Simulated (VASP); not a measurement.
# In2GeS2 (P-3m1) in VASP: notebook

The runs below take In2GeS2 through single point, relaxation of cell and atoms, with PBE.

All numbers are computed with VASP 6.6.1; they aren't measurements. Logs are shortened: lines on timing, memory, paths and dates and some standing lists are left out, and cuts for length are marked.

## Step 1: The cell of the first run

The structure is trigonal, space group P-3m1 (No. 164). Conventional cell: a = 3.919 Å, b = 3.919 Å, c = 9.568 Å, α = 90.00°, β = 90.00°, γ = 120.00°. In (site symmetry 3m) has 3 Ge at 2.70 Å and 3 S at 2.90 Å and 9 In at 3.73 to 3.92 Å within 4.0 Å. Within 3.6 Å of Ge (site symmetry -3m) lie 6 In at 2.70 Å. Within 4.0 Å of S (site symmetry 3m) lie 3 In at 2.90 Å and 9 S at 3.74 to 3.92 Å and 3 Ge at 4.00 Å.

The cell was built from a structure type or drawn by symmetry, and may not be a known phase.

## Step 2: Single point, PBE

Contents of INCAR:

```
PREC = Accurate ; ENCUT = 520
EDIFF = 1E-7 ; ISMEAR = 0
SIGMA = 0.1 ; LREAL = F
LASPH = T ; NELM = 100
ALGO = Normal ; ISIF = 2
LWAVE = F ; LCHARG = F
GGA = PE ; NBANDS = 34
```

Contents of KPOINTS:

```
Automatic mesh
0
Gamma
  6 6 2
```

Contents of POSCAR:

```
In2GeS2
1.0
    3.9187165600      0.0000000000      0.0000000000
   -1.9593582800      3.3937080900      0.0000000000
    0.0000000000      0.0000000000      9.5683238000
In Ge S
2 1 2
Direct
    0.3333333300      0.6666666700      0.3453400100
    0.6666666700      0.3333333300      0.6546599900
    0.0000000000      0.0000000000      0.5000000000
    0.3333333300      0.6666666700      0.8444100000
    0.6666666700      0.3333333300      0.1555900000
```

Potentials or basis: VASP PAW PBE potentials, release 64 (In_d, Ge_d, S).

On the command line:

```sh
cat potpaw_PBE.64/In_d/POTCAR potpaw_PBE.64/Ge_d/POTCAR potpaw_PBE.64/S/POTCAR > POTCAR
mpirun -np 1 vasp_std > vasp.out
```

OUTCAR:

```text
PREC = Accurate
   ENCUT = 520
   EDIFF = 1E-7
   ISMEAR = 0
   LREAL = F
   LASPH = T
   NELM = 100
   ISIF = 2
   GGA = PE

 ion  position               nearest neighbor table
   1  0.333  0.667  0.345-   3 2.70   3 2.70   3 2.70   5 2.90   5 2.90   5 2.90   2 3.73   2 3.73
                             2 3.73
   2  0.667  0.333  0.655-   3 2.70   3 2.70   3 2.70   4 2.90   4 2.90   4 2.90   1 3.73   1 3.73
                             1 3.73
   3  0.000  0.000  0.500-   1 2.70   2 2.70   1 2.70   2 2.70   2 2.70   1 2.70
   4  0.333  0.667  0.844-   2 2.90   2 2.90   2 2.90
   5  0.667  0.333  0.156-   1 2.90   1 2.90   1 2.90

  LATTYP: Found a hexagonal cell.
 ALAT       =     3.9187165600
 C/A-ratio  =     2.4416983605

  Lattice vectors:

 A1 = (   3.9187165600,   0.0000000000,   0.0000000000)
 A2 = (  -1.9593582800,   3.3937080900,   0.0000000000)
 A3 = (   0.0000000000,   0.0000000000,   9.5683238000)

Analysis of symmetry for initial positions (statically):
=====================================================================
 Subroutine PRICEL returns:
 Original cell was already a primitive cell.

 Routine SETGRP: Setting up the symmetry group for a
 hexagonal supercell.

 Subroutine GETGRP returns: Found 12 space group operations
 (whereof 12 operations were pure point group operations)
 out of a pool of 24 trial point group operations.

The static configuration has the point symmetry D_3d.

Analysis of symmetry for dynamics (positions and initial velocities):
=====================================================================
 Subroutine PRICEL returns:
 Original cell was already a primitive cell.

 Routine SETGRP: Setting up the symmetry group for a
 hexagonal supercell.

 Subroutine GETGRP returns: Found 12 space group operations
 (whereof 12 operations were pure point group operations)
 out of a pool of 24 trial point group operations.

The dynamic configuration has the point symmetry D_3d.

 Subroutine INISYM returns: Found 12 space group operations
 (whereof 12 operations are pure point group operations),
 and found     1 'primitive' translations

----------------------------------------------------------------------------------------

                                     Primitive cell

  volume of cell :     127.2489

  direct lattice vectors                    reciprocal lattice vectors
     3.918716560  0.000000000  0.000000000     0.255185591  0.147331470  0.000000000
    -1.959358280  3.393708090  0.000000000     0.000000000  0.294662939  0.000000000
     0.000000000  0.000000000  9.568323800     0.000000000  0.000000000  0.104511513

  length of vectors
     3.918716560  3.918716559  9.568323800     0.294662939  0.294662939  0.104511513

  position of ions in fractional coordinates (direct lattice)
     0.333333330  0.666666670  0.345340010
     0.666666670  0.333333330  0.654659990
     0.000000000  0.000000000  0.500000000
     0.333333330  0.666666670  0.844410000
     0.666666670  0.333333330  0.155590000

  ion indices of the primitive-cell ions
   primitive index   ion index
                 1           1
                 2           2
                 3           3
                 4           4
                 5           5

----------------------------------------------------------------------------------------

 KPOINTS: Automatic mesh

Automatic generation of k-mesh.
 Grid dimensions read from file:
 generate k-points for:    6    6    2

 Generating k-lattice:

  Cartesian coordinates                     Fractional coordinates (reciprocal lattice)
     0.042530932  0.024555245  0.000000000     0.166666667  0.000000000  0.000000000
     0.000000000  0.049110490  0.000000000     0.000000000  0.166666667  0.000000000
     0.000000000  0.000000000  0.052255757     0.000000000  0.000000000  0.500000000

  Length of vectors
     0.049110490  0.049110490  0.052255757

  Shift w.r.t. Gamma in fractional coordinates (k-lattice)
     0.000000000  0.000000000  0.000000000

 Subroutine IBZKPT returns following result:
 ===========================================

 Found     14 irreducible k-points:

 Following reciprocal coordinates:
            Coordinates               Weight
  0.000000  0.000000  0.000000      1.000000
  0.166667  0.000000  0.000000      6.000000
  0.333333  0.000000  0.000000      6.000000
  0.500000  0.000000  0.000000      3.000000
  0.166667  0.166667  0.000000      6.000000
  0.333333  0.166667  0.000000     12.000000
  0.333333  0.333333  0.000000      2.000000
  0.000000  0.000000  0.500000      1.000000
  0.166667  0.000000  0.500000      6.000000
  0.333333  0.000000  0.500000      6.000000
  0.500000  0.000000  0.500000      3.000000
  0.166667  0.166667  0.500000      6.000000
  0.333333  0.166667  0.500000     12.000000
  0.333333  0.333333  0.500000      2.000000
   k-points           NKPTS =     14   k-points in BZ     NKDIM =     14   number of bands    NBANDS=     34
   number of dos      NEDOS =    301   number of ions     NIONS =      5
   total plane-waves  NPLWV =  64800
   dimension x,y,z NGX =    30 NGY =   30 NGZ =   72
   dimension x,y,z NGXF=    60 NGYF=   60 NGZF=  144
   ions per type =               2   1   2
   NGX,Y,Z   is equivalent  to a cutoff of  12.73, 12.73, 12.51 a.u.
   NGXF,Y,Z  is equivalent  to a cutoff of  25.45, 25.45, 25.02 a.u.
 SYSTEM =  unknown system
   PREC   = accura    normal or accurate (medium, high low for compatibility)
   ISTART =      0    job   : 0-new  1-cont  2-samecut
   ICHARG =      2    charge: 1-file 2-atom 10-const
   ISPIN  =      1    spin polarized calculation?
   LNONCOLLINEAR =      F non collinear calculations
   LSORBIT =      F    spin-orbit coupling
   LASPH  =      T    aspherical Exc in radial PAW
   ENCUT  =  520.0 eV  38.22 Ry    6.18 a.u.   7.29  7.29 17.79*2*pi/ulx,y,z
   NELM   =    100;   NELMIN=  2; NELMDL= -5     # of ELM steps
   EDIFF  = 0.1E-06   stopping-criterion for ELM
   LREAL  =      F    real-space projection
   EDIFFG = 0.1E-05   stopping-criterion for IOM
   NSW    =      0    number of steps for IOM
   IBRION =     -1    ionic relax: 0-MD 1-quasi-New 2-CG
   NFREE  =      0    steps in history (QN), initial steepest desc. (CG)
   ISIF   =      2    stress and relaxation
   ISYM   =      2    0-nonsym 1-usesym 2-fastsym
   POTIM  = 0.5000    time-step for ionic-motion
   TEBEG  =    0.0;   TEEND  =   0.0 temperature during run
   PSTRESS=    0.0 pullay stress
   NELECT =      52.0000    total number of electrons
   NUPDOWN=      -1.0000    fix difference up-down
   EMIN   =  10.00;   EMAX   =-10.00  energy-range for DOS
   EFERMI =   0.00;   METHOD = LEGACY
   ISMEAR =     0;   SIGMA  =   0.10  broadening in eV -4-tet -1-fermi 0-gaus
   EFERMI_NEDOS =   21; number of points for ismear=-14 and -15
   IALGO  =     38    algorithm
   IMIX   =      4    mixing-type and parameters
     AMIX     =   0.40;   BMIX     =  1.00
     AMIX_MAG =   1.60;   BMIX_MAG =  1.00
  volume/ion in A,a.u.               =      25.45       171.74
  Fermi-wavevector in a.u.,A,eV,Ry     =   1.214855  2.295744 20.080476  1.475873
  Thomas-Fermi vector in A             =   2.350261
   LORBIT       =      0    0 simple, 1 ext, 2 COOP (PROOUT), +10 PAW based schemes
   GGA     = PE    functional components
   LHFCALC =     F    Hartree Fock is set to
   AEXX    =    0.0000 exact exchange contribution
   IVDW    =     0    specifies the selected vdW correction
   LEPSILON=     F    determine dielectric tensor
   LRPA    =     F    only Hartree local field effects (RPA)
 non-spin polarized calculation
 Gauss-broadening in eV      SIGMA  =   0.10
  energy-cutoff  :      520.00
  volume of cell :      127.25
 maximum number of plane-waves:      3492
 NGX is ok and might be reduce to    30
   NGX = 15   NGY = 15   NGZ = 35

 number of electron      51.9999995 magnetization

 Free energy of the ion-electron system (eV)
  ---------------------------------------------------
  ext. energy  EPLUGINS =         0.00000000
  ---------------------------------------------------
  free energy    TOTEN  =       -16.47211393 eV

  energy without entropy =      -16.44999515  energy(sigma->0) =      -16.46105454

 E-fermi :   3.9685     XC(G=0):  -9.3889

 val. band max:        3.8839094501   @ k =   0.3333   0.0000   0.0000
 cond. band min:       3.9787890662   @ k =   0.0000   0.0000   0.5000
 fundamental gap:      0.0948796160
 Fermi energy:         3.9685126601

 k-point     1 :       0.0000    0.0000    0.0000
  band No.  band energies     occupation
      1     -20.5634      2.00000
      2     -20.5634      2.00000
      3     -20.5333      2.00000
      4     -20.5333      2.00000
      5     -20.5290      2.00000
      6     -10.3204      2.00000
[... 26 lines left out ...]
     33      10.7277      0.00000
     34      11.2329      0.00000

 k-point     2 :       0.1667    0.0000    0.0000
  band No.  band energies     occupation
      1     -20.5633      2.00000
      2     -20.5623      2.00000
      3     -20.5337      2.00000
      4     -20.5322      2.00000
      5     -20.5277      2.00000
      6     -10.3695      2.00000
[... 26 lines left out ...]
     33      10.2663      0.00000
     34      10.9673      0.00000

 k-point     3 :       0.3333    0.0000    0.0000
  band No.  band energies     occupation
      1     -20.5632      2.00000
      2     -20.5602      2.00000
      3     -20.5349      2.00000
      4     -20.5299      2.00000
      5     -20.5248      2.00000
      6     -10.4713      2.00000
[... 26 lines left out ...]
     33      10.2529      0.00000
     34      11.6144      0.00000

 k-point     4 :       0.5000    0.0000    0.0000
  band No.  band energies     occupation
      1     -20.5632      2.00000
      2     -20.5594      2.00000
      3     -20.5355      2.00000
      4     -20.5286      2.00000
      5     -20.5233      2.00000
      6     -10.5203      2.00000
[... 26 lines left out ...]
     33       9.9304      0.00000
     34      11.3761      0.00000

 k-point     5 :       0.1667    0.1667    0.0000
  band No.  band energies     occupation
      1     -20.5629      2.00000
      2     -20.5610      2.00000
      3     -20.5339      2.00000
      4     -20.5313      2.00000
      5     -20.5255      2.00000
      6     -10.4304      2.00000
[... 26 lines left out ...]
     33      10.0905      0.00000
     34      11.2404      0.00000

 k-point     6 :       0.3333    0.1667    0.0000
  band No.  band energies     occupation
      1     -20.5624      2.00000
      2     -20.5599      2.00000
      3     -20.5341      2.00000
      4     -20.5298      2.00000
      5     -20.5237      2.00000
      6     -10.4900      2.00000
[... 26 lines left out ...]
     33      10.2694      0.00000
     34      12.0066      0.00000

 k-point     7 :       0.3333    0.3333    0.0000
  band No.  band energies     occupation
      1     -20.5608      2.00000
      2     -20.5608      2.00000
      3     -20.5316      2.00000
      4     -20.5316      2.00000
      5     -20.5236      2.00000
      6     -10.4791      2.00000
[... 26 lines left out ...]
     33      11.8602      0.00000
     34      11.8602      0.00000

 k-point     8 :       0.0000    0.0000    0.5000
  band No.  band energies     occupation
      1     -20.5634      2.00000
      2     -20.5634      2.00000
      3     -20.5333      2.00000
      4     -20.5333      2.00000
      5     -20.5290      2.00000
      6     -10.3205      2.00000
[... 26 lines left out ...]
     33      10.7315      0.00000
     34      11.3533      0.00000

 k-point     9 :       0.1667    0.0000    0.5000
  band No.  band energies     occupation
      1     -20.5633      2.00000
      2     -20.5623      2.00000
      3     -20.5337      2.00000
      4     -20.5322      2.00000
      5     -20.5277      2.00000
      6     -10.3693      2.00000
[... 26 lines left out ...]
     33      10.3094      0.00000
     34      10.9684      0.00000

 k-point    10 :       0.3333    0.0000    0.5000
  band No.  band energies     occupation
      1     -20.5632      2.00000
      2     -20.5602      2.00000
      3     -20.5349      2.00000
      4     -20.5299      2.00000
      5     -20.5248      2.00000
      6     -10.4714      2.00000
[... 26 lines left out ...]
     33      10.4024      0.00000
     34      11.9367      0.00000

 k-point    11 :       0.5000    0.0000    0.5000
  band No.  band energies     occupation
      1     -20.5632      2.00000
      2     -20.5594      2.00000
      3     -20.5355      2.00000
      4     -20.5286      2.00000
      5     -20.5233      2.00000
      6     -10.5208      2.00000
[... 26 lines left out ...]
     33      10.2879      0.00000
     34      11.4696      0.00000

 k-point    12 :       0.1667    0.1667    0.5000
  band No.  band energies     occupation
      1     -20.5629      2.00000
      2     -20.5610      2.00000
      3     -20.5339      2.00000
      4     -20.5313      2.00000
      5     -20.5255      2.00000
      6     -10.4299      2.00000
[... 26 lines left out ...]
     33       9.8773      0.00000
     34      11.3672      0.00000

 k-point    13 :       0.3333    0.1667    0.5000
  band No.  band energies     occupation
      1     -20.5624      2.00000
      2     -20.5599      2.00000
      3     -20.5341      2.00000
      4     -20.5298      2.00000
      5     -20.5237      2.00000
      6     -10.4901      2.00000
[... 26 lines left out ...]
     33      10.4981      0.00000
     34      12.0904      0.00000

 k-point    14 :       0.3333    0.3333    0.5000
  band No.  band energies     occupation
      1     -20.5608      2.00000
      2     -20.5608      2.00000
      3     -20.5316      2.00000
      4     -20.5316      2.00000
      5     -20.5236      2.00000
      6     -10.4791      2.00000
[... 26 lines left out ...]
     33      11.8548      0.00000
     34      11.9746      0.00000

------------------------ aborting loop because EDIFF is reached ----------------------------------------

  FORCE on cell =-STRESS in cart. coord.  units (eV):
  Direction    XX          YY          ZZ          XY          YZ          ZX
  --------------------------------------------------------------------------------------
  -------------------------------------------------------------------------------------
  Total        0.2344055      0.2344055     -4.0648324      0.0000000      0.0000000      0.0000000
  in kB        2.9513739      2.9513739    -51.1798523      0.0000000      0.0000000      0.0000000
  external PRESSURE =     -15.0923682 kB  Pullay stress =       0.0000000 kB

 VOLUME and BASIS-vectors are now :
 -----------------------------------------------------------------------------
  energy-cutoff  :      520.00
  volume of cell :      127.25
      direct lattice vectors                 reciprocal lattice vectors
     3.918716560  0.000000000  0.000000000     0.255185591  0.147331470  0.000000000
    -1.959358280  3.393708090  0.000000000     0.000000000  0.294662939  0.000000000
     0.000000000  0.000000000  9.568323800     0.000000000  0.000000000  0.104511513

 POSITION                                       TOTAL-FORCE (eV/Angst)
 -----------------------------------------------------------------------------------
     -0.00000      2.26247      3.30433         0.000000      0.000000     -3.502392
      1.95936      1.13124      6.26400         0.000000      0.000000      3.502392
      0.00000      0.00000      4.78416        -0.000000      0.000000     -0.000000
     -0.00000      2.26247      8.07959        -0.000000      0.000000     -1.909938
      1.95936      1.13124      1.48874         0.000000      0.000000      1.909938
 -----------------------------------------------------------------------------------
    total drift:                                0.000000     -0.000000      0.000000

  FREE ENERGIE OF THE ION-ELECTRON SYSTEM (eV)
  ---------------------------------------------------
  free  energy   TOTEN  =       -16.4721139275 eV

  energy  without entropy=      -16.4499951484  energy(sigma->0) =      -16.46105454
```

Run time: 2.1 min. Hardware: 1 thread of Intel Xeon 8259CL, shared host; peak memory 0.27 GiB.

What came out:

```yaml
Free_energy: -16.4721 eV
Pressure: -1.5 GPa
Largest_force: 3.502 eV/Å
Band_gap_on_the_k_mesh: zero (bands 26 and 27 overlap by 1.51 eV)
```

Forces in eV/Å, atoms in the order of the input:
```
In   0.000  0.000 -3.502
In   0.000  0.000  3.502
Ge   0.000  0.000  0.000
S    0.000  0.000 -1.910
S    0.000  0.000  1.910
```

Levels at points of the mesh, in eV from the Fermi level:
| k point | band 23 | band 24 | band 25 | band 26 | band 27 | band 28 | band 29 | band 30 |
| --- | --- | --- | --- | --- | --- | --- | --- | --- |
| (0.00, 0.00, 0.00) | 0.02 | 0.02 | 0.08 | 1.18 | 1.18 | 1.78 | 3.54 | 4.44 |
| (0.50, 0.00, 0.00) | -1.44 | -1.40 | -0.58 | -0.43 | -0.29 | 0.13 | 3.36 | 3.50 |
| (0.00, 0.00, 0.50) | -0.15 | 0.01 | 0.01 | 1.17 | 1.17 | 2.66 | 3.60 | 4.14 |
| (0.50, 0.00, 0.50) | -1.91 | -1.41 | -0.86 | 0.15 | 0.31 | 0.36 | 2.93 | 3.41 |

Caveat: spin-orbit coupling is left out, which moves the levels of the heavy elements; this functional lacks dispersion, which binds the layers, so the pressure and a relaxed spacing across them are unreliable; forces of over 1 eV/Å act on the atoms, so gaps and moduli don't describe the material at rest.

(Continued in part 2 of 2.)
